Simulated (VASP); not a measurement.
A run of VASP 6.6.1 is set up as follows.

Contents of INCAR:

```
PREC = Accurate ; ENCUT = 520
EDIFF = 1E-6 ; ISMEAR = 0
SIGMA = 0.1 ; LREAL = F
LASPH = T ; NELM = 100
ALGO = Fast ; ISIF = 2
LWAVE = F ; LCHARG = F
GGA = CA ; NBANDS = 62
```

KPOINTS

```
regular mesh
0
Gamma
  6 6 10
```

File POSCAR:

```
ScGePd
1.0
    6.5852923140      0.0000000000      0.0000000000
   -3.2926461570      5.7030304352      0.0000000000
    0.0000000000      0.0000000000      3.8840323354
Sc Ge Pd
3 3 3
Direct
    0.0000000000      0.5766403438      0.0000000000
    0.4233596562      0.4233596562      0.0000000000
    0.5766403438      0.0000000000      0.0000000000
    0.3333333333      0.6666666667      0.5000000000
    0.6666666667      0.3333333333      0.5000000000
    0.0000000000      0.0000000000      0.0000000000
    0.0000000000      0.2482508496      0.5000000000
    0.7517491504      0.7517491504      0.5000000000
    0.2482508496      0.0000000000      0.5000000000
```

Potentials or basis: VASP PAW LDA potentials, release 64 (Sc_sv, Ge_d, Pd).

Command:

```sh
$ cat potpaw_LDA.64/Sc_sv/POTCAR potpaw_LDA.64/Ge_d/POTCAR potpaw_LDA.64/Pd/POTCAR > POTCAR
$ mpirun -np 1 vasp_std > vasp.out
```

(1) Estimate the band gap on the k mesh.

(2) Predict the pressure.

Answers

(1) zero (an odd number of electrons rules out a gap without spin polarisation).

(2) 0.5 GPa.
